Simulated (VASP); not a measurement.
# Ni (Fm-3m) in VASP: notebook, part 2 of 2

VASP 6.6.1. The steps go on from the part before.

## (4) Single point, PBE+D3(BJ), collinear spin, ferromagnetic start

This run uses another cell than the first one, of 10.72 Å³/atom, 1.043 times its volume.

File INCAR:

```
SYSTEM = Ni
PREC     = Accurate       ! precision mode
ENCUT    = 520            ! plane-wave cutoff, eV
EDIFF    = 1E-6           ! SCF threshold, eV
ISMEAR   = -1             ! smearing method
SIGMA    = 0.1            ! smearing width, eV
LREAL    = .FALSE.        ! projectors in reciprocal space
LASPH    = .TRUE.         ! aspherical terms in the spheres
NELM     = 150            ! most SCF steps
ALGO     = Normal         ! electronic algorithm
ISIF     = 2              ! what is computed and relaxed
LWAVE    = .FALSE.        ! write WAVECAR
LCHARG   = .TRUE.         ! write CHGCAR
ISPIN    = 2              ! spin polarisation
MAGMOM   = 1.5            ! initial moments
LORBIT   = 11             ! projections on sites
LMAXMIX  = 4              ! l up to which the mixer works
GGA      = PE             ! functional
IVDW     = 12             ! dispersion correction
LELF     = .TRUE.         ! ELF
LVHAR    = .TRUE.       
NBANDS   = 15             ! bands
```

File KPOINTS:

```
regular mesh
0
G
  14 14 14
  0 0 0
```

File POSCAR:

```
Ni
1.0
    0.0000000000      1.7501145430      1.7501145430
    1.7501145430      0.0000000000      1.7501145430
    1.7501145430      1.7501145430      0.0000000000
Ni
1
Direct
    0.0000000000      0.0000000000      0.0000000000
```

Potentials or basis: VASP PAW PBE potentials, release 64 (Ni).

Run with:

```sh
$ cat potpaw_PBE.64/Ni/POTCAR > POTCAR
$ mpirun -np 1 vasp_std > vasp.out
```

OUTCAR:

```text
SYSTEM = Ni
   PREC = Accurate
   ENCUT = 520
   EDIFF = 1E-6
   ISMEAR = -1
   LREAL = .FALSE.
   LASPH = .TRUE.
   NELM = 150
   ISIF = 2
   ISPIN = 2
   LORBIT = 11
   GGA = PE
   IVDW = 12
 IVDW          = 12

 ion  position               nearest neighbor table
   1  0.000  0.000  0.000-

  LATTYP: Found a face centered cubic cell.
 ALAT       =     3.5002290860

  Lattice vectors:

 A1 = (   0.0000000000,   1.7501145430,   1.7501145430)
 A2 = (   1.7501145430,   0.0000000000,   1.7501145430)
[... 1074 lines left out ...]
  --------------------------------------------------------------------------------------
  -------------------------------------------------------------------------------------
  Total      -0.25223    -0.25223    -0.25223     0.00000     0.00000     0.00000
  in kB     -37.69519   -37.69519   -37.69519     0.00000     0.00000     0.00000
  external pressure =      -37.70 kB  Pullay stress =        0.00 kB

 VOLUME and BASIS-vectors are now :
 -----------------------------------------------------------------------------
  energy-cutoff  :      520.00
  volume of cell :       10.72
      direct lattice vectors                 reciprocal lattice vectors
     0.000000000  1.750114543  1.750114543    -0.285695586  0.285695586  0.285695586
     1.750114543  0.000000000  1.750114543     0.285695586 -0.285695586  0.285695586
     1.750114543  1.750114543  0.000000000     0.285695586  0.285695586 -0.285695586

 POSITION                                       TOTAL-FORCE (eV/Angst)
 -----------------------------------------------------------------------------------
      0.00000      0.00000      0.00000        -0.000000     -0.000000      0.000000
 -----------------------------------------------------------------------------------
    total drift:                               -0.000000     -0.000000      0.000000

  FREE ENERGIE OF THE ION-ELECTRON SYSTEM (eV)
  ---------------------------------------------------
  free  energy   TOTEN  =        -5.9651591017 eV

  energy  without entropy=       -5.9095046265  energy(sigma->0) =       -5.93733186

 total charge

# of ion       s       p       d       tot
------------------------------------------
    1        0.503   0.511   8.323   9.337

 magnetization (x)

# of ion       s       p       d       tot
------------------------------------------
    1       -0.007  -0.025   0.628   0.596
```

Run time: 17 s. Hardware: 1 thread of Intel Xeon Platinum 8559C (Emerald Rapids), shared host; peak memory 0.14 GiB.

Results:

| Property | Result |
| --- | --- |
| Free energy | -5.9652 eV |
| Pressure | -3.8 GPa |
| Net moment | 0.59 μB per cell |
| Site moments | Ni +0.60 μB |
| Valence electrons inside the program's atomic spheres | Ni 9.34 |
| Dispersion energy per atom | -0.470 eV |

Levels at points of the mesh, in eV from the Fermi level:
Spin up:
```csv
k point,band 1,band 2,band 3,band 4,band 5,band 6,band 7,band 8,band 9,band 10
"(0.00, 0.00, 0.00)",-9.09,-2.42,-2.42,-2.42,-1.24,-1.24,23.87,27.84,27.84,27.84
"(0.50, 0.00, 0.00)",-4.88,-2.41,-2.41,-0.55,-0.55,-0.30,5.80,22.35,24.95,24.95
"(0.50, 0.50, 0.00)",-4.71,-4.23,-0.51,-0.41,-0.41,2.48,9.38,14.98,14.98,19.94
```
Spin down:
```
           k point  band 2  band 3  band 4  band 5  band 6  band 7  band 8  band 9
(0.00, 0.00, 0.00)   -1.72   -1.72   -1.72   -0.67   -0.67   23.71   27.82   27.82
(0.50, 0.00, 0.00)   -1.83   -1.83   -0.36    0.16    0.16    6.20   22.21   25.03
(0.50, 0.50, 0.00)   -3.66    0.08    0.39    0.39    2.44    9.61   14.99   14.99
```

Caveat: three body term missing; pairwise dispersion overbinds metals, which lowers pressure and volume.

## (5) Single point, PBE+D3(BJ), collinear spin, ferromagnetic start

This run uses another cell than the first one, of 10.94 Å³/atom, 1.064 times its volume.

File INCAR:

```
  PREC = Accurate
  ENCUT = 520
  EDIFF = 1E-6
  ISMEAR = -1
  SIGMA = 0.1
  LREAL = False
  LASPH = True
  NELM = 150
  ALGO = Normal
  ISIF = 2
  LWAVE = False
  LCHARG = True
  ISPIN = 2
  MAGMOM = 1.5
  LORBIT = 11
  LMAXMIX = 4
  GGA = PE
  IVDW = 12
  LELF = True
  LVHAR = True
  NBANDS = 15
```

File KPOINTS:

```
Automatic mesh
0
Gamma
  14 14 14
```

File POSCAR:

```
Ni
1.0
    0.0000000000      1.7619400000      1.7619400000
    1.7619400000      0.0000000000      1.7619400000
    1.7619400000      1.7619400000      0.0000000000
Ni
1
Direct
    0.0000000000      0.0000000000      0.0000000000
```

Potentials or basis: VASP PAW PBE potentials, release 64 (Ni).

Run with:

```sh
$ cat potpaw_PBE.64/Ni/POTCAR > POTCAR
$ mpirun -np 1 vasp_std > vasp.out
```

OUTCAR:

```text
PREC = Accurate
   ENCUT = 520
   EDIFF = 1E-6
   ISMEAR = -1
   LREAL = False
   LASPH = True
   NELM = 150
   ISIF = 2
   ISPIN = 2
   LORBIT = 11
   GGA = PE
   IVDW = 12
 IVDW          = 12

 ion  position               nearest neighbor table
   1  0.000  0.000  0.000-

  LATTYP: Found a face centered cubic cell.
 ALAT       =     3.5238800000

  Lattice vectors:

 A1 = (   0.0000000000,   1.7619400000,   1.7619400000)
 A2 = (   1.7619400000,   0.0000000000,   1.7619400000)
 A3 = (   1.7619400000,   1.7619400000,   0.0000000000)

Analysis of symmetry for initial positions (statically):
=====================================================================
 Subroutine PRICEL returns:
 Original cell was already a primitive cell.

 Routine SETGRP: Setting up the symmetry group for a
 face centered cubic supercell.

 Subroutine GETGRP returns: Found 48 space group operations
 (whereof 48 operations were pure point group operations)
 out of a pool of 48 trial point group operations.

The static configuration has the point symmetry O_h .

Analysis of symmetry for dynamics (positions and initial velocities):
=====================================================================
 Subroutine PRICEL returns:
 Original cell was already a primitive cell.

 Routine SETGRP: Setting up the symmetry group for a
 face centered cubic supercell.

 Subroutine GETGRP returns: Found 48 space group operations
 (whereof 48 operations were pure point group operations)
 out of a pool of 48 trial point group operations.

The dynamic configuration has the point symmetry O_h .

Analysis of structural, dynamic, and magnetic symmetry:
=====================================================================
 Subroutine PRICEL returns:
 Original cell was already a primitive cell.

 Routine SETGRP: Setting up the symmetry group for a
 face centered cubic supercell.

 Subroutine GETGRP returns: Found 48 space group operations
 (whereof 48 operations were pure point group operations)
 out of a pool of 48 trial point group operations.

The overall configuration has the point symmetry O_h .

 Subroutine INISYM returns: Found 48 space group operations
 (whereof 48 operations are pure point group operations),
 and found     1 'primitive' translations

----------------------------------------------------------------------------------------

                                     Primitive cell

  volume of cell :      10.9396

  direct lattice vectors                    reciprocal lattice vectors
     0.000000000  1.761940000  1.761940000    -0.283778108  0.283778108  0.283778108
     1.761940000  0.000000000  1.761940000     0.283778108 -0.283778108  0.283778108
     1.761940000  1.761940000  0.000000000     0.283778108  0.283778108 -0.283778108

  length of vectors
     2.491759444  2.491759444  2.491759444     0.491518102  0.491518102  0.491518102

  position of ions in fractional coordinates (direct lattice)
     0.000000000  0.000000000  0.000000000

  ion indices of the primitive-cell ions
   primitive index   ion index
                 1           1

----------------------------------------------------------------------------------------

 KPOINTS: Automatic mesh

Automatic generation of k-mesh.
 Grid dimensions read from file:
 generate k-points for:   14   14   14

 Generating k-lattice:

  Cartesian coordinates                     Fractional coordinates (reciprocal lattice)
    -0.020269865  0.020269865  0.020269865     0.071428571  0.000000000  0.000000000
     0.020269865 -0.020269865  0.020269865     0.000000000  0.071428571  0.000000000
     0.020269865  0.020269865 -0.020269865     0.000000000  0.000000000  0.071428571

  Length of vectors
[... 71 lines left out ...]
   EFERMI_NEDOS =   21; number of points for ismear=-14 and -15
   IALGO  =     38    algorithm
   IMIX   =      4    mixing-type and parameters
     AMIX     =   0.40;   BMIX     =  1.00
     AMIX_MAG =   1.60;   BMIX_MAG =  1.00
  volume/ion in A,a.u.               =      10.94        73.82
  Fermi-wavevector in a.u.,A,eV,Ry     =   1.588816  3.002428 34.345698  2.524338
  Thomas-Fermi vector in A             =   2.687762
   LORBIT       =     11    0 simple, 1 ext, 2 COOP (PROOUT), +10 PAW based schemes
   GGA     = PE    functional components
   LHFCALC =     F    Hartree Fock is set to
   AEXX    =    0.0000 exact exchange contribution
   IVDW    =    12    specifies the selected vdW correction
   LEPSILON=     F    determine dielectric tensor
   LRPA    =     F    only Hartree local field effects (RPA)
 spin polarized calculation
  energy-cutoff  :      520.00
  volume of cell :       10.94
 maximum number of plane-waves:       306
   NGX =  9   NGY =  9   NGZ =  9

 number of electron      10.0000010 magnetization       0.5964987

 Free energy of the ion-electron system (eV)
  ---------------------------------------------------
  ext. energy  EPLUGINS =         0.00000000
  ---------------------------------------------------
  free energy    TOTEN  =        -5.49714563 eV

  energy without entropy =       -5.44036684  energy(sigma->0) =       -5.46875623

 E-fermi :   9.2829     XC(G=0): -13.2230

 val. band max:        9.2811561254   @ k =  -0.3571   0.2143   0.0714
 cond. band min:       9.2875259347   @ k =   0.3571   0.2143   0.0000
 fundamental gap:      0.0063698093
 Fermi energy:         9.2828874615

 spin component 1

 k-point     1 :       0.0000    0.0000    0.0000
  band No.  band energies     occupation
      1       0.3279      1.00000
      2       6.9059      1.00000
      3       6.9059      1.00000
      4       6.9059      1.00000
      5       8.0569      1.00000
      6       8.0569      1.00000
      7      32.9770      0.00000
      8      36.7929      0.00000
      9      36.7929      0.00000
     10      36.7929      0.00000
     11      39.7215      0.00000
     12      39.7215      0.00000
     13      39.7215      0.00000
     14      42.6906      0.00000
[... 403 lines left out ...]
      4       7.3991      1.00000
      5       8.0211      1.00000
      6       8.3860      0.99987
      7      24.7664      0.00000
      8      30.2595      0.00000
      9      31.0122      0.00000
     10      33.6538      0.00000
     11      38.6602      0.00000
     12      42.7160      0.00000
     13      44.6743      0.00000
     14      46.8023      0.00000
     15      51.2334      0.00000

 [... further k-points ...]

 spin component 2

 k-point     1 :       0.0000    0.0000    0.0000
  band No.  band energies     occupation
      1       0.2912      1.00000
      2       7.6154      1.00000
      3       7.6154      1.00000
      4       7.6154      1.00000
      5       8.6302      0.99854
      6       8.6302      0.99854
      7      32.8143      0.00000
      8      36.7763      0.00000
      9      36.7763      0.00000
     10      36.7763      0.00000
     11      39.8117      0.00000
     12      39.8117      0.00000
     13      39.8117      0.00000
     14      42.5651      0.00000
[... 403 lines left out ...]
      4       8.0831      0.99999
      5       8.6670      0.99789
      6       9.0158      0.93528
      7      24.8766      0.00000
      8      30.3364      0.00000
      9      30.9722      0.00000
     10      33.7125      0.00000
     11      38.7729      0.00000
     12      42.6766      0.00000
     13      44.6451      0.00000
     14      46.8067      0.00000
     15      51.3226      0.00000

 [... further k-points ...]

------------------------ aborting loop because EDIFF is reached ----------------------------------------

 Edisp (eV)   -0.46023

 E8    (eV) :    -0.1989

  FORCE on cell =-STRESS in cart. coord.  units (eV):
  Direction    XX          YY          ZZ          XY          YZ          ZX
  --------------------------------------------------------------------------------------
  -------------------------------------------------------------------------------------
  Total      -0.50978    -0.50978    -0.50978     0.00000     0.00000     0.00000
  in kB     -74.66004   -74.66004   -74.66004     0.00000     0.00000     0.00000
  external pressure =      -74.66 kB  Pullay stress =        0.00 kB

 VOLUME and BASIS-vectors are now :
 -----------------------------------------------------------------------------
  energy-cutoff  :      520.00
  volume of cell :       10.94
      direct lattice vectors                 reciprocal lattice vectors
     0.000000000  1.761940000  1.761940000    -0.283778108  0.283778108  0.283778108
     1.761940000  0.000000000  1.761940000     0.283778108 -0.283778108  0.283778108
     1.761940000  1.761940000  0.000000000     0.283778108  0.283778108 -0.283778108

 POSITION                                       TOTAL-FORCE (eV/Angst)
 -----------------------------------------------------------------------------------
      0.00000      0.00000      0.00000        -0.000000     -0.000000     -0.000000
 -----------------------------------------------------------------------------------
    total drift:                                0.000000      0.000000      0.000000

  FREE ENERGIE OF THE ION-ELECTRON SYSTEM (eV)
  ---------------------------------------------------
  free  energy   TOTEN  =        -5.9573741643 eV

  energy  without entropy=       -5.9005953732  energy(sigma->0) =       -5.92898477

 total charge

# of ion       s       p       d       tot
------------------------------------------
    1        0.495   0.493   8.313   9.300

 magnetization (x)

# of ion       s       p       d       tot
------------------------------------------
    1       -0.007  -0.025   0.640   0.609
```

It took 20 s on 1 thread of Intel Xeon Platinum 8559C (Emerald Rapids), shared host; peak memory 0.15 GiB.

What came out:

| Quantity | Value |
| --- | --- |
| Free energy | -5.9574 eV |
| Pressure | -7.5 GPa |
| Net moment | 0.60 μB per cell |
| Site moments | Ni +0.61 μB |
| Valence electrons inside the program's atomic spheres | Ni 9.30 |
| Dispersion energy per atom | -0.460 eV |

Levels at points of the mesh, in eV from the Fermi level:
Spin up:
| k point | band 1 | band 2 | band 3 | band 4 | band 5 | band 6 | band 7 | band 8 | band 9 | band 10 |
| --- | --- | --- | --- | --- | --- | --- | --- | --- | --- | --- |
| (0.00, 0.00, 0.00) | -8.95 | -2.38 | -2.38 | -2.38 | -1.23 | -1.23 | 23.69 | 27.51 | 27.51 | 27.51 |
| (0.50, 0.00, 0.00) | -4.77 | -2.37 | -2.37 | -0.57 | -0.57 | -0.27 | 5.65 | 22.19 | 24.60 | 24.60 |
| (0.50, 0.50, 0.00) | -4.59 | -4.13 | -0.52 | -0.43 | -0.43 | 2.46 | 9.19 | 14.79 | 14.79 | 19.68 |
Spin down:
| k point | band 1 | band 2 | band 3 | band 4 | band 5 | band 6 | band 7 | band 8 | band 9 | band 10 |
| --- | --- | --- | --- | --- | --- | --- | --- | --- | --- | --- |
| (0.00, 0.00, 0.00) | -8.99 | -1.67 | -1.67 | -1.67 | -0.65 | -0.65 | 23.53 | 27.49 | 27.49 | 27.49 |
| (0.50, 0.00, 0.00) | -4.37 | -1.78 | -1.78 | -0.33 | 0.16 | 0.16 | 6.05 | 22.04 | 24.68 | 24.68 |
| (0.50, 0.50, 0.00) | -4.26 | -3.55 | 0.08 | 0.38 | 0.38 | 2.42 | 9.43 | 14.80 | 14.80 | 19.83 |

Caveat: three body term missing; pairwise dispersion overbinds metals, which lowers pressure and volume.

## (6) Single point, PBE+D3(BJ), collinear spin, ferromagnetic start

This run uses another cell than the first one, of 11.16 Å³/atom, 1.085 times its volume.

File INCAR:

```
SYSTEM = Ni
  PREC = Accurate
  ENCUT = 520
  EDIFF = 1E-7
  ISMEAR = -1
  SIGMA = 0.1
  LREAL = .False.
  LASPH = .True.
  NELM = 150
  ALGO = Normal
  ISIF = 2
  LWAVE = .False.
  LCHARG = .False.
  ISPIN = 2
  MAGMOM = 1.5
  LORBIT = 11
  LMAXMIX = 4
  GGA = PE
  IVDW = 12
  NBANDS = 15
```

File KPOINTS:

```
Automatic mesh
0
Gamma
  14 14 14
  0 0 0
```

File POSCAR:

```
Ni
1.0
    0.0000000000      1.7736088169      1.7736088169
    1.7736088169      0.0000000000      1.7736088169
    1.7736088169      1.7736088169      0.0000000000
Ni
1
Direct
    0.0000000000      0.0000000000      0.0000000000
```

Potentials or basis: VASP PAW PBE potentials, release 64 (Ni).

Run with:

```sh
$ cat potpaw_PBE.64/Ni/POTCAR > POTCAR
$ mpirun -np 1 vasp_std > vasp.out
```

Wall time 20 s (1 thread of Intel Xeon Platinum 8559C (Emerald Rapids), shared host); peak memory 0.15 GiB.

Results (log left out):

* Free energy: -5.9449 eV
* Pressure: -10.7 GPa
* Net moment: 0.61 μB per cell
* Site moments: Ni +0.62 μB
* Valence electrons inside the program's atomic spheres: Ni 9.27
* Dispersion energy per atom: -0.451 eV

Levels at points of the mesh, in eV from the Fermi level:
Spin up:
| k point | band 1 | band 2 | band 3 | band 4 | band 5 | band 6 | band 7 | band 8 | band 9 | band 10 |
| --- | --- | --- | --- | --- | --- | --- | --- | --- | --- | --- |
| (0.00, 0.00, 0.00) | -8.82 | -2.34 | -2.34 | -2.34 | -1.22 | -1.22 | 23.52 | 27.18 | 27.18 | 27.18 |
| (0.50, 0.00, 0.00) | -4.67 | -2.32 | -2.32 | -0.58 | -0.58 | -0.23 | 5.51 | 22.03 | 24.25 | 24.25 |
| (0.50, 0.50, 0.00) | -4.48 | -4.03 | -0.53 | -0.45 | -0.45 | 2.45 | 9.01 | 14.61 | 14.61 | 19.43 |
Spin down:
| k point | band 1 | band 2 | band 3 | band 4 | band 5 | band 6 | band 7 | band 8 | band 9 | band 10 |
| --- | --- | --- | --- | --- | --- | --- | --- | --- | --- | --- |
| (0.00, 0.00, 0.00) | -8.86 | -1.61 | -1.61 | -1.61 | -0.63 | -0.63 | 23.36 | 27.17 | 27.17 | 27.17 |
| (0.50, 0.00, 0.00) | -4.26 | -1.72 | -1.72 | -0.30 | 0.15 | 0.15 | 5.91 | 21.88 | 24.33 | 24.33 |
| (0.50, 0.50, 0.00) | -4.14 | -3.44 | 0.07 | 0.38 | 0.38 | 2.40 | 9.25 | 14.61 | 14.61 | 19.58 |

Caveat: three body term missing; pairwise dispersion overbinds metals, which lowers pressure and volume.

## (7) The runs side by side

| cell | gap on the mesh (eV) | pressure (GPa) | moment (μB) |
| --- | --- | --- | --- |
| a = 2.441 Å, angles 60.0°, 1 atom | none | 5.3 | 0.57 |
| a = 2.458 Å, angles 60.0°, 1 atom | none | 0.5 | 0.58 |
| a = 2.475 Å, angles 60.0°, 1 atom | none | -3.8 | 0.59 |
| a = 2.492 Å, angles 60.0°, 1 atom | none | -7.5 | 0.60 |
| a = 2.508 Å, angles 60.0°, 1 atom | none | -10.7 | 0.61 |

Alike in all rows: task single point; level PBE+D3(BJ); potentials or basis VASP PAW PBE potentials, release 64 (Ni); spin collinear, ferromagnetic start; k mesh 14 × 14 × 14; cutoff (eV) 520; smearing fermi-dirac 0.1 eV.

Caveats: three body term missing; pairwise dispersion overbinds metals, which lowers pressure and volume.

Absolute energies hang on the potentials; compare differences alone.
